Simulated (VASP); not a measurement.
# Na (Fd-3m) in VASP: a series of runs

Runs on Na. Level: LDA. Tasks: single point.

Program: VASP 6.6.1. These are calculated values, not measurements. Logs are shortened: lines on timing, memory, paths and dates and some standing lists are left out, and cuts for length are marked.

## Step 1: The cell of the first run

Symmetry: Fd-3m, No. 227, cubic system. Conventional cell: a = 7.278 Å, b = 7.278 Å, c = 7.278 Å, α = 90.00°, β = 90.00°, γ = 90.00°. Na (site symmetry -43m) has 4 Na at 3.15 Å within 4.1 Å.

This isn't the form of Na at room conditions, which is bcc.

## Step 2: Single point, LDA (48.19 Å³/atom)

INCAR reads:

```
ALGO = Normal ; EDIFF = 1E-6
ENCUT = 520 ; GGA = CA
ISIF = 2 ; ISMEAR = -1
LASPH = T ; LCHARG = T
LELF = T ; LREAL = F
LVHAR = T ; LWAVE = F
NBANDS = 14 ; NELM = 100
PREC = Accurate ; SIGMA = 0.08
```

KPOINTS reads:

```
k-points
0
Gamma
  10 10 10
```

POSCAR reads:

```
Na
1.0
    0.0000000000      3.6389589135      3.6389589135
    3.6389589135      0.0000000000      3.6389589135
    3.6389589135      3.6389589135      0.0000000000
Na
2
Direct
   -0.1250000000     -0.1250000000     -0.1250000000
    0.1250000000      0.1250000000      0.1250000000
```

Potentials or basis: VASP PAW LDA potentials, release 64 (Na_pv).

Run with:

```console
$ cat potpaw_LDA.64/Na_pv/POTCAR > POTCAR
$ mpirun -np 1 vasp_std > vasp.out
```

OUTCAR:

```text
EDIFF = 1E-6
   ENCUT = 520
   GGA = CA
   ISIF = 2
   ISMEAR = -1
   LASPH = T
   LREAL = F
   NELM = 100
   PREC = Accurate

 ion  position               nearest neighbor table
   1  0.875  0.875  0.875-
   2  0.125  0.125  0.125-

  LATTYP: Found a face centered cubic cell.
 ALAT       =     7.2779178270

  Lattice vectors:

 A1 = (   0.0000000000,   3.6389589135,   3.6389589135)
 A2 = (   3.6389589135,   0.0000000000,   3.6389589135)
 A3 = (   3.6389589135,   3.6389589135,   0.0000000000)

Analysis of symmetry for initial positions (statically):
=====================================================================
 Subroutine PRICEL returns:
 Original cell was already a primitive cell.

 Routine SETGRP: Setting up the symmetry group for a
 face centered cubic supercell.

 Subroutine GETGRP returns: Found 48 space group operations
 (whereof 12 operations were pure point group operations)
 out of a pool of 48 trial point group operations.

The static configuration has the point symmetry D_3d.
 The point group associated with its full space group is O_h .

Analysis of symmetry for dynamics (positions and initial velocities):
=====================================================================
 Subroutine PRICEL returns:
 Original cell was already a primitive cell.

 Routine SETGRP: Setting up the symmetry group for a
 face centered cubic supercell.

 Subroutine GETGRP returns: Found 48 space group operations
 (whereof 12 operations were pure point group operations)
 out of a pool of 48 trial point group operations.

The dynamic configuration has the point symmetry D_3d.
 The point group associated with its full space group is O_h .

 Subroutine INISYM returns: Found 48 space group operations
 (whereof 12 operations are pure point group operations),
 and found     1 'primitive' translations

----------------------------------------------------------------------------------------

                                     Primitive cell

  volume of cell :      96.3743

  direct lattice vectors                    reciprocal lattice vectors
     0.000000000  3.638958913  3.638958913    -0.137401936  0.137401936  0.137401936
     3.638958913  0.000000000  3.638958913     0.137401936 -0.137401936  0.137401936
     3.638958913  3.638958913  0.000000000     0.137401936  0.137401936 -0.137401936

  length of vectors
     5.146265048  5.146265048  5.146265048     0.237987134  0.237987134  0.237987134

  position of ions in fractional coordinates (direct lattice)
     0.875000000  0.875000000  0.875000000
     0.125000000  0.125000000  0.125000000

  ion indices of the primitive-cell ions
   primitive index   ion index
                 1           1
                 2           2

----------------------------------------------------------------------------------------

 KPOINTS: k-points

Automatic generation of k-mesh.
 Grid dimensions read from file:
 generate k-points for:   10   10   10

 Generating k-lattice:

  Cartesian coordinates                     Fractional coordinates (reciprocal lattice)
    -0.013740194  0.013740194  0.013740194     0.100000000  0.000000000  0.000000000
     0.013740194 -0.013740194  0.013740194     0.000000000  0.100000000  0.000000000
     0.013740194  0.013740194 -0.013740194     0.000000000  0.000000000  0.100000000

  Length of vectors
     0.023798713  0.023798713  0.023798713

  Shift w.r.t. Gamma in fractional coordinates (k-lattice)
     0.000000000  0.000000000  0.000000000

 Subroutine IBZKPT returns following result:
 ===========================================

 Found     47 irreducible k-points:

 Following reciprocal coordinates:
            Coordinates               Weight
  0.000000  0.000000  0.000000      1.000000
  0.100000  0.000000  0.000000      8.000000
  0.200000  0.000000  0.000000      8.000000
  0.300000  0.000000  0.000000      8.000000
  0.400000  0.000000  0.000000      8.000000
  0.500000  0.000000  0.000000      4.000000
[... 16 lines left out ...]
  0.300000  0.300000  0.000000      6.000000
  0.400000  0.300000  0.000000     24.000000
 [... further k-points ...]
   k-points           NKPTS =     47   k-points in BZ     NKDIM =     47   number of bands    NBANDS=     14
   number of dos      NEDOS =    301   number of ions     NIONS =      2
   total plane-waves  NPLWV =  64000
   dimension x,y,z NGX =    40 NGY =   40 NGZ =   40
   dimension x,y,z NGXF=    80 NGYF=   80 NGZF=   80
   ions per type =               2
   NGX,Y,Z   is equivalent  to a cutoff of  12.92, 12.92, 12.92 a.u.
   NGXF,Y,Z  is equivalent  to a cutoff of  25.84, 25.84, 25.84 a.u.
 SYSTEM =  unknown system
   PREC   = accura    normal or accurate (medium, high low for compatibility)
   ISTART =      0    job   : 0-new  1-cont  2-samecut
   ICHARG =      2    charge: 1-file 2-atom 10-const
   ISPIN  =      1    spin polarized calculation?
   LNONCOLLINEAR =      F non collinear calculations
   LSORBIT =      F    spin-orbit coupling
   LASPH  =      T    aspherical Exc in radial PAW
   ENCUT  =  520.0 eV  38.22 Ry    6.18 a.u.   9.57  9.57  9.57*2*pi/ulx,y,z
   NELM   =    100;   NELMIN=  2; NELMDL= -5     # of ELM steps
   EDIFF  = 0.1E-05   stopping-criterion for ELM
   LREAL  =      F    real-space projection
   EDIFFG = 0.1E-04   stopping-criterion for IOM
   NSW    =      0    number of steps for IOM
   IBRION =     -1    ionic relax: 0-MD 1-quasi-New 2-CG
   NFREE  =      0    steps in history (QN), initial steepest desc. (CG)
   ISIF   =      2    stress and relaxation
   ISYM   =      2    0-nonsym 1-usesym 2-fastsym
   POTIM  = 0.5000    time-step for ionic-motion
   TEBEG  =    0.0;   TEEND  =   0.0 temperature during run
   PSTRESS=    0.0 pullay stress
   NELECT =      14.0000    total number of electrons
   NUPDOWN=      -1.0000    fix difference up-down
   EMIN   =  10.00;   EMAX   =-10.00  energy-range for DOS
   EFERMI =   0.00;   METHOD = LEGACY
   ISMEAR =    -1;   SIGMA  =   0.08  broadening in eV -4-tet -1-fermi 0-gaus
   EFERMI_NEDOS =   21; number of points for ismear=-14 and -15
   IALGO  =     38    algorithm
   IMIX   =      4    mixing-type and parameters
     AMIX     =   0.40;   BMIX     =  1.00
     AMIX_MAG =   1.60;   BMIX_MAG =  1.00
  volume/ion in A,a.u.               =      48.19       325.18
  Fermi-wavevector in a.u.,A,eV,Ry     =   0.860591  1.626282 10.076715  0.740618
  Thomas-Fermi vector in A             =   1.978119
   LORBIT       =      0    0 simple, 1 ext, 2 COOP (PROOUT), +10 PAW based schemes
   GGA     = CA    functional components
   LHFCALC =     F    Hartree Fock is set to
   AEXX    =    0.0000 exact exchange contribution
   IVDW    =     0    specifies the selected vdW correction
   LEPSILON=     F    determine dielectric tensor
   LRPA    =     F    only Hartree local field effects (RPA)
 non-spin polarized calculation
  energy-cutoff  :      520.00
  volume of cell :       96.37
 maximum number of plane-waves:      2637
 NGX is ok and might be reduce to    40
   NGX = 19   NGY = 19   NGZ = 19

 number of electron      13.9999984 magnetization

 Free energy of the ion-electron system (eV)
  ---------------------------------------------------
  ext. energy  EPLUGINS =         0.00000000
  ---------------------------------------------------
  free energy    TOTEN  =        -2.21258897 eV

  energy without entropy =       -2.19138401  energy(sigma->0) =       -2.20198649

 E-fermi :  -0.5030     XC(G=0):  -5.9533

 val. band max:       -0.5547385515   @ k =  -0.3000   0.4000   0.1000
 cond. band min:      -0.4740832277   @ k =  -0.3000   0.4000   0.2000
 fundamental gap:      0.0806553238
 Fermi energy:        -0.5030308699

 k-point     1 :       0.0000    0.0000    0.0000
  band No.  band energies     occupation
      1     -25.9153      2.00000
      2     -25.9153      2.00000
      3     -25.9153      2.00000
      4     -25.8652      2.00000
      5     -25.8652      2.00000
      6     -25.8652      2.00000
      7      -3.2659      2.00000
      8       4.4066      0.00000
      9       4.4066      0.00000
     10       4.4066      0.00000
     11       4.7414      0.00000
     12       4.7414      0.00000
     13       4.7414      0.00000
     14       6.6788      0.00000

 k-point     2 :       0.1000    0.0000    0.0000
  band No.  band energies     occupation
      1     -25.9159      2.00000
      2     -25.9159      2.00000
      3     -25.9152      2.00000
      4     -25.8655      2.00000
      5     -25.8647      2.00000
      6     -25.8647      2.00000
      7      -3.1794      2.00000
      8       3.3639      0.00000
      9       4.1148      0.00000
     10       4.1148      0.00000
     11       5.0937      0.00000
     12       5.1395      0.00000
     13       5.1395      0.00000
     14       6.4825      0.00000

 k-point     3 :       0.2000    0.0000    0.0000
  band No.  band energies     occupation
      1     -25.9173      2.00000
      2     -25.9173      2.00000
      3     -25.9149      2.00000
      4     -25.8661      2.00000
      5     -25.8633      2.00000
      6     -25.8633      2.00000
      7      -2.9212      2.00000
      8       2.0851      0.00000
      9       3.8343      0.00000
     10       3.8343      0.00000
     11       5.0206      0.00000
     12       5.3776      0.00000
     13       5.3776      0.00000
     14       6.2560      0.00000

 k-point     4 :       0.3000    0.0000    0.0000
  band No.  band energies     occupation
      1     -25.9190      2.00000
      2     -25.9190      2.00000
      3     -25.9146      2.00000
      4     -25.8669      2.00000
      5     -25.8617      2.00000
      6     -25.8617      2.00000
      7      -2.4953      2.00000
      8       0.8943      0.00000
      9       3.6800      0.00000
     10       3.6800      0.00000
     11       4.9289      0.00000
     12       4.9400      0.00000
     13       4.9400      0.00000
     14       6.2163      0.00000

 k-point     5 :       0.4000    0.0000    0.0000
  band No.  band energies     occupation
      1     -25.9202      2.00000
      2     -25.9202      2.00000
      3     -25.9144      2.00000
      4     -25.8675      2.00000
      5     -25.8604      2.00000
      6     -25.8604      2.00000
      7      -1.9147      2.00000
      8      -0.1530      0.02485
      9       3.6356      0.00000
     10       3.6356      0.00000
     11       4.5544      0.00000
[... 276 lines left out ...]
 k-point    22 :      -0.2000    0.2000    0.0000
  band No.  band energies     occupation
      1     -25.9228      2.00000
      2     -25.9190      2.00000
      3     -25.9106      2.00000
      4     -25.8708      2.00000
      5     -25.8616      2.00000
      6     -25.8582      2.00000
      7      -2.3527      2.00000
      8       1.5181      0.00000
      9       1.5935      0.00000
     10       3.7870      0.00000
     11       4.6611      0.00000
     12       5.5766      0.00000
     13       5.6258      0.00000
     14       6.1306      0.00000

 k-point    23 :       0.3000    0.3000    0.0000
  band No.  band energies     occupation
      1     -25.9228      2.00000
      2     -25.9228      2.00000
      3     -25.9054      2.00000
      4     -25.8761      2.00000
      5     -25.8580      2.00000
      6     -25.8580      2.00000
      7      -2.2363      2.00000
      8       2.0419      0.00000
      9       2.4685      0.00000
     10       2.4685      0.00000
     11       3.1574      0.00000
     12       3.2885      0.00000
     13       7.9015      0.00000
     14       7.9061      0.00000

 k-point    24 :       0.4000    0.3000    0.0000
  band No.  band energies     occupation
      1     -25.9245      2.00000
      2     -25.9241      2.00000
      3     -25.9024      2.00000
      4     -25.8793      2.00000
      5     -25.8568      2.00000
      6     -25.8565      2.00000
      7      -1.8140      2.00000
      8       1.3151      0.00000
      9       1.6967      0.00000
     10       2.3421      0.00000
     11       3.0589      0.00000
     12       3.8088      0.00000
     13       7.5074      0.00000
     14       8.0777      0.00000

 [... further k-points ...]

------------------------ aborting loop because EDIFF is reached ----------------------------------------

  FORCE on cell =-STRESS in cart. coord.  units (eV):
  Direction    XX          YY          ZZ          XY          YZ          ZX
  --------------------------------------------------------------------------------------
  -------------------------------------------------------------------------------------
  Total        0.0040734      0.0040734      0.0040734     -0.0000000      0.0000000     -0.0000000
  in kB        0.0677188      0.0677188      0.0677188     -0.0000000      0.0000000     -0.0000000
  external PRESSURE =       0.0677188 kB  Pullay stress =       0.0000000 kB

 VOLUME and BASIS-vectors are now :
 -----------------------------------------------------------------------------
  energy-cutoff  :      520.00
  volume of cell :       96.37
      direct lattice vectors                 reciprocal lattice vectors
     0.000000000  3.638958913  3.638958913    -0.137401936  0.137401936  0.137401936
     3.638958913  0.000000000  3.638958913     0.137401936 -0.137401936  0.137401936
     3.638958913  3.638958913  0.000000000     0.137401936  0.137401936 -0.137401936

 POSITION                                       TOTAL-FORCE (eV/Angst)
 -----------------------------------------------------------------------------------
      6.36818      6.36818      6.36818        -0.000000     -0.000000     -0.000000
      0.90974      0.90974      0.90974         0.000000      0.000000      0.000000
 -----------------------------------------------------------------------------------
    total drift:                                0.000000      0.000000     -0.000000

  FREE ENERGIE OF THE ION-ELECTRON SYSTEM (eV)
  ---------------------------------------------------
  free  energy   TOTEN  =        -2.2125889699 eV

  energy  without entropy=       -2.1913840124  energy(sigma->0) =       -2.20198649
```

Run time: 63 s. Hardware: 1 thread of Oxide Virtual Turin-like, shared host; peak memory 0.17 GiB.

What came out:

```
Free energy            : -2.2126 eV
Pressure               : 0.0 GPa
Band gap on the k mesh : zero (bands 7 and 8 overlap by 0.75 eV)
```

## Step 3: Single point, LDA

This run uses another cell than the first one, of 38.55 Å³/atom.

INCAR reads:

```
PREC = Accurate ; ENCUT = 520
EDIFF = 1E-6 ; ISMEAR = -1
SIGMA = 0.08 ; LREAL = False
LASPH = True ; NELM = 100
ALGO = Normal ; ISIF = 2
LWAVE = False ; LCHARG = False
GGA = CA ; ISYM = 0
NBANDS = 14
```

KPOINTS reads:

```
regular mesh
0
Gamma
  10 10 10
```

POSCAR reads:

```
Na
1.0
    0.0000000000      3.3781102118      3.3781102118
    3.3781102118      0.0000000000      3.3781102118
    3.3781102118      3.3781102118      0.0000000000
Na
2
Direct
   -0.1250000000     -0.1250000000     -0.1250000000
    0.1250000000      0.1250000000      0.1250000000
```

Potentials or basis: VASP PAW LDA potentials, release 64 (Na_pv).

Run with:

```console
$ cat potpaw_LDA.64/Na_pv/POTCAR > POTCAR
$ mpirun -np 1 vasp_std > vasp.out
```

Wall time 9.7 min (1 thread of Oxide Virtual Turin-like, shared host); peak memory 0.44 GiB.

It converged, with:

| Property | Result |
| --- | --- |
| Free energy | -2.1502 eV |
| Pressure | 1.2 GPa |
| Band gap on the k mesh | zero (bands 7 and 8 overlap by 1.10 eV) |

Levels at points of the mesh, in eV from the Fermi level:
```tsv
k point	band 3	band 4	band 5	band 6	band 7	band 8	band 9	band 10	band 11	band 12
(0.00, 0.00, 0.00)	-25.50	-25.41	-25.41	-25.41	-3.23	5.64	5.64	5.64	5.91	5.91
(0.50, 0.00, 0.00)	-25.50	-25.41	-25.40	-25.40	-0.91	-0.56	4.84	4.84	5.36	5.36
(0.00, 0.50, 0.00)	-25.50	-25.41	-25.40	-25.40	-0.91	-0.56	4.84	4.84	5.36	5.36
(0.00, 0.00, 0.50)	-25.50	-25.41	-25.40	-25.40	-0.91	-0.56	4.84	4.84	5.36	5.36
(0.50, 0.50, 0.50)	-25.50	-25.41	-25.40	-25.40	-0.91	-0.56	4.84	4.84	5.36	5.36
(0.50, 0.50, 0.00)	-25.46	-25.46	-25.39	-25.39	0.07	0.07	2.92	2.92	3.60	3.60
(0.00, 0.50, 0.50)	-25.46	-25.46	-25.39	-25.39	0.07	0.07	2.92	2.92	3.60	3.60
(0.50, 0.00, 0.50)	-25.46	-25.46	-25.39	-25.39	0.07	0.07	2.92	2.92	3.60	3.60
```

The gap in the log of VASP goes by the Fermi energy; the results here count the filled bands.